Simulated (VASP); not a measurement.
# Bi (Im-3m) in VASP: notebook, part 2 of 2

VASP 6.6.1.

**3. Single point, PBE**

This run uses another cell than the first one, of 31.12 Å³/atom.

Contents of INCAR:

```
SYSTEM = Bi
  ALGO = Normal
  EDIFF = 1E-6
  ENCUT = 500
  GGA = PE
  GGA_COMPAT = .False.
  ISIF = 2
  ISMEAR = 0
  LASPH = .True.
  LCHARG = .False.
  LREAL = .False.
  LWAVE = .False.
  NBANDS = 14
  NELM = 120
  PREC = Accurate
  SIGMA = 0.028000000000000004
```

Contents of KPOINTS:

```
k-points
0
Gamma
  9 9 9
  0 0 0
```

Contents of POSCAR:

```
Bi
1.0
   -1.9814305318      1.9814305318      1.9814305318
    1.9814305318     -1.9814305318      1.9814305318
    1.9814305318      1.9814305318     -1.9814305318
Bi
1
Direct
    0.0000000000      0.0000000000      0.0000000000
```

Potentials or basis: VASP PAW PBE potentials, release 64 (Bi_d).

On the command line:

```sh
$ cat potpaw_PBE.64/Bi_d/POTCAR > POTCAR
$ mpirun -np 1 vasp_std > vasp.out
```

OUTCAR:

```text
SYSTEM = Bi
   EDIFF = 1E-6
   ENCUT = 500
   GGA = PE
   ISIF = 2
   ISMEAR = 0
   LASPH = .True.
   LREAL = .False.
   NELM = 120
   PREC = Accurate

 ion  position               nearest neighbor table
   1  0.000  0.000  0.000-

  LATTYP: Found a body centered cubic cell.
 ALAT       =     3.9628610636

  Lattice vectors:

 A1 = (  -1.9814305318,   1.9814305318,   1.9814305318)
 A2 = (   1.9814305318,  -1.9814305318,   1.9814305318)
 A3 = (   1.9814305318,   1.9814305318,  -1.9814305318)

Analysis of symmetry for initial positions (statically):
=====================================================================
 Subroutine PRICEL returns:
 Original cell was already a primitive cell.

 Routine SETGRP: Setting up the symmetry group for a
 body centered cubic supercell.

 Subroutine GETGRP returns: Found 48 space group operations
 (whereof 48 operations were pure point group operations)
 out of a pool of 48 trial point group operations.

The static configuration has the point symmetry O_h .

Analysis of symmetry for dynamics (positions and initial velocities):
=====================================================================
 Subroutine PRICEL returns:
 Original cell was already a primitive cell.

 Routine SETGRP: Setting up the symmetry group for a
 body centered cubic supercell.

 Subroutine GETGRP returns: Found 48 space group operations
 (whereof 48 operations were pure point group operations)
 out of a pool of 48 trial point group operations.

The dynamic configuration has the point symmetry O_h .

 Subroutine INISYM returns: Found 48 space group operations
 (whereof 48 operations are pure point group operations),
 and found     1 'primitive' translations

----------------------------------------------------------------------------------------

                                     Primitive cell

  volume of cell :      31.1169
[... 113 lines left out ...]
   LHFCALC =     F    Hartree Fock is set to
   AEXX    =    0.0000 exact exchange contribution
   IVDW    =     0    specifies the selected vdW correction
   LEPSILON=     F    determine dielectric tensor
   LRPA    =     F    only Hartree local field effects (RPA)
 non-spin polarized calculation
 Gauss-broadening in eV      SIGMA  =   0.03
  energy-cutoff  :      500.00
  volume of cell :       31.12
 maximum number of plane-waves:       802
 NGX is ok and might be reduce to    28
   NGX = 13   NGY = 13   NGZ = 13

 number of electron      14.9999994 magnetization

 Free energy of the ion-electron system (eV)
  ---------------------------------------------------
  ext. energy  EPLUGINS =         0.00000000
  ---------------------------------------------------
  free energy    TOTEN  =        -3.76728374 eV

  energy without entropy =       -3.76666799  energy(sigma->0) =       -3.76697587

 E-fermi :   7.9342     XC(G=0): -10.2914

 val. band max:        7.9101602909   @ k =   0.2222   0.0000   0.0000
 cond. band min:       7.9408793414   @ k =  -0.2222   0.2222   0.1111
 fundamental gap:      0.0307190505
 Fermi energy:         7.9342312407

 k-point     1 :       0.0000    0.0000    0.0000
  band No.  band energies     occupation
      1     -15.1157      2.00000
      2     -15.1157      2.00000
      3     -15.1157      2.00000
      4     -14.9878      2.00000
      5     -14.9878      2.00000
      6      -5.5996      2.00000
      7      13.0412      0.00000
      8      13.0412      0.00000
      9      13.0412      0.00000
     10      17.0519      0.00000
     11      18.3960      0.00000
     12      18.3960      0.00000
     13      18.3960      0.00000
     14      19.5992      0.00000
[... 377 lines left out ...]
      1     -15.1052      2.00000
      2     -15.0714      2.00000
      3     -15.0285      2.00000
      4     -14.9918      2.00000
      5     -14.9174      2.00000
      6      -2.1288      2.00000
      7       3.5507      2.00000
      8       7.0743      2.00000
      9      10.5585      0.00000
     10      15.3114      0.00000
     11      16.7700      0.00000
     12      17.8311      0.00000
     13      19.3042      0.00000
     14      25.6237      0.00000

 [... further k-points ...]

------------------------ aborting loop because EDIFF is reached ----------------------------------------

  FORCE on cell =-STRESS in cart. coord.  units (eV):
  Direction    XX          YY          ZZ          XY          YZ          ZX
  --------------------------------------------------------------------------------------
  -------------------------------------------------------------------------------------
  Total        0.1586650      0.1586650      0.1586650     -0.0000000     -0.0000000      0.0000000
  in kB        8.1694941      8.1694941      8.1694941     -0.0000000     -0.0000000      0.0000000
  external PRESSURE =       8.1694941 kB  Pullay stress =       0.0000000 kB

 VOLUME and BASIS-vectors are now :
 -----------------------------------------------------------------------------
  energy-cutoff  :      500.00
  volume of cell :       31.12
      direct lattice vectors                 reciprocal lattice vectors
    -1.981430532  1.981430532  1.981430532     0.000000000  0.252342937  0.252342937
     1.981430532 -1.981430532  1.981430532     0.252342937  0.000000000  0.252342937
     1.981430532  1.981430532 -1.981430532     0.252342937  0.252342937  0.000000000

 POSITION                                       TOTAL-FORCE (eV/Angst)
 -----------------------------------------------------------------------------------
      0.00000      0.00000      0.00000        -0.000000      0.000000      0.000000
 -----------------------------------------------------------------------------------
    total drift:                               -0.000000     -0.000000     -0.000000

  FREE ENERGIE OF THE ION-ELECTRON SYSTEM (eV)
  ---------------------------------------------------
  free  energy   TOTEN  =        -3.7672837441 eV

  energy  without entropy=       -3.7666679894  energy(sigma->0) =       -3.76697587
```

It took 11 s on 1 thread of Intel Xeon Platinum 8375C at 2.90GHz (Ice Lake), shared host; peak memory 0.16 GiB.

What came out:

| Item | Value |
| --- | --- |
| Free energy | -3.7673 eV |
| Pressure | 0.8 GPa |
| Band gap on the k mesh | zero (an odd number of electrons rules out a gap without spin polarisation) |

Caveat: spin-orbit coupling is left out, which moves the levels of the heavy elements.

**4. Relaxation of cell and atoms, BLYP+D4**

This run uses another cell than the first one, of 31.12 Å³/atom.

Contents of INCAR:

```
SYSTEM = Bi
AGGAC = 1.0 ; AGGAX = 1.0
ALDAC = 0.0 ; ALDAX = 1.0
ALGO = Normal ; EDIFF = 1E-7
EDIFFG = -0.01 ; ENCUT = 500
GGA = B5 ; GGA_COMPAT = .False.
IBRION = 2 ; ISIF = 3
ISMEAR = -1 ; IVDW = 13
LASPH = .True. ; LCHARG = .False.
LREAL = .False. ; LWAVE = .False.
NELM = 120 ; NELMIN = 4
NSW = 60 ; PREC = Accurate
SIGMA = 0.05 ; VDW_A1 = 0.44488865
VDW_A2 = 4.0933009 ; VDW_S6 = 1.0
VDW_S8 = 2.34076671
```

KPOINTS is that of step 3.

POSCAR is that of step 3.

On the command line:

```sh
$ cat potpaw_PBE.64/Bi_d/POTCAR > POTCAR
$ mpirun -np 1 vasp_std > vasp.out
```

Wall time 39 s (1 thread of Intel Xeon Platinum 8375C at 2.90GHz (Ice Lake), shared host); peak memory 0.16 GiB.

It converged, with:

```yaml
Free_energy: -3.9577 eV
Relaxed_volume: 31.26 Å³/atom
Relaxed_cell: a = 3.437 Å, b = 3.437 Å, c = 3.437 Å, α = 109.47°, β = 109.47°, γ = 109.47°
Space_group_after_relaxing_to_0.1_Å: Im-3m (No. 229)
Energy_gained_by_relaxing: 0.1 meV/atom
Ionic_steps: 3
Pressure_after_relaxing: 0.0 GPa
Band_gap_on_the_k_mesh: zero (an odd number of electrons rules out a gap without spin polarisation)
Dispersion_energy_per_atom: -1.015 eV
```

The path:
| step | energy change (eV) | largest force (eV/Å) | pressure (GPa) | volume (Å³) |
| --- | --- | --- | --- | --- |
| 1 | 0.0000 | 0.0000 | 0.26 | 31.12 |
| 2 | -0.0001 | 0.0000 | -0.14 | 31.34 |
| 3 | -0.0001 | 0.0000 | 0.00 | 31.26 |

Final structure:
```
CELL_PARAMETERS angstrom
-1.98444 1.98444 1.98444
1.98444 -1.98444 1.98444
1.98444 1.98444 -1.98444
ATOMIC_POSITIONS crystal
Bi 0.00000 0.00000 0.00000
```

Levels at points of the mesh, in eV from the Fermi level:
```
           k point  band 4  band 5  band 6  band 7  band 8  band 9  band 10  band 11
(0.00, 0.00, 0.00)  -22.85  -22.85  -13.53    4.89    4.89    4.89     9.47    10.73
```

Caveat: the PAW data sets were made with another functional, which shifts forces and pressure a little; spin-orbit coupling is left out, which moves the levels of the heavy elements.

**5. The runs side by side**

| task | level | cell | smearing | gap on the mesh (eV) | pressure (GPa) |
| --- | --- | --- | --- | --- | --- |
| single point | BLYP+D4 | a = 3.435 Å, angles 109.5°, 1 atom | fermi-dirac 0.05 eV | none | 0.1 |
| single point | PBE | a = 3.432 Å, angles 109.5°, 1 atom | gaussian 0.028 eV | none | 0.8 |
| relaxation of cell and atoms | BLYP+D4 | relaxed from a = 3.432 Å, angles 109.5°, 1 atom | fermi-dirac 0.05 eV | none | 0.0 |

Alike in all rows: potentials or basis VASP PAW PBE potentials, release 64 (Bi_d); no spin polarisation; k mesh 9 × 9 × 9; cutoff (eV) 500.

Caveats: spin-orbit coupling is left out, which moves the levels of the heavy elements; the PAW data sets were made with another functional, which shifts forces and pressure a little (at least some runs).

Total energies depend on the potentials used, so only differences within one code and one set of settings carry meaning.
